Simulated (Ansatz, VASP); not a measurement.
# HfO2 in VASP and in Ansatz

Contents of INCAR:

```
SYSTEM = HfO2
PREC     = Accurate       ! precision mode
ENCUT    = 520            ! plane-wave cutoff, eV
EDIFF    = 1E-7           ! SCF threshold, eV
ISMEAR   = 0              ! smearing method
SIGMA    = 0.01           ! smearing width, eV
LREAL    = .False.        ! projectors in reciprocal space
LASPH    = .True.         ! aspherical terms in the spheres
NELM     = 60             ! most SCF steps
ALGO     = Normal         ! electronic algorithm
ISIF     = 2              ! what is computed and relaxed
LWAVE    = .False.        ! write WAVECAR
LCHARG   = .True.         ! write CHGCAR
GGA      = PE             ! functional
IVDW     = 13             ! dispersion correction
LELF     = .True.         ! ELF
LVHAR    = .True.       
NBANDS   = 18             ! bands
```

File KPOINTS:

```
Automatic mesh
0
Gamma
  6 6 6
  0 0 0
```

Contents of POSCAR:

```
HfO2
1.0
    0.0000000000      2.6239580902      2.6239580902
    2.6239580902      0.0000000000      2.6239580902
    2.6239580902      2.6239580902      0.0000000000
Hf O
1 2
Direct
    0.0000000000      0.0000000000      0.0000000000
    0.2500000000      0.2500000000      0.2500000000
    0.7500000000      0.7500000000      0.7500000000
```

Input for Ansatz:

```yaml
crystal:
  lattice:
    - [0.0, 2.6239580901753916, 2.6239580901753916]
    - [2.6239580901753916, 0.0, 2.6239580901753916]
    - [2.6239580901753916, 2.6239580901753916, 0.0]
  atoms:
    - { symbol: Hf, position: [0.0, 0.0, 0.0] }
    - { symbol: O, position: [0.25, 0.25, 0.25] }
    - { symbol: O, position: [0.75, 0.75, 0.75] }
basis:
  ecutwfc: 550.0
kpoints:
  mp_grid:
    grid: [6, 6, 6]
hamiltonian:
  xc: pbe
  dispersion: d4
scf:
  occupations:
    method: fixed
output:
  stress: true
```

Alike in both runs: task single point; functional PBE; dispersion D4; k mesh 6 × 6 × 6; no spin polarisation.

```csv
,VASP,Ansatz
version,VASP 6.6.1,Ansatz 0.2.0
potentials or method,"VASP PAW PBE potentials, release 64 (Hf_pv, O), cutoff 520 eV","plane waves, PAW"
occupations,"gaussian, width 0.01 eV",fixed
valence electrons in the cell,22,38
```

Ansatz gave:

```
pressure (GPa) : -20.5
```

**Question.** What did VASP give for the same quantities?

**Answer.** Pressure (GPa): -23.3.

VASP's potentials hold 22 valence electrons a cell and Ansatz's 38, so a difference there can come from the potentials and not from the codes.

Neither program's run includes spin-orbit coupling.
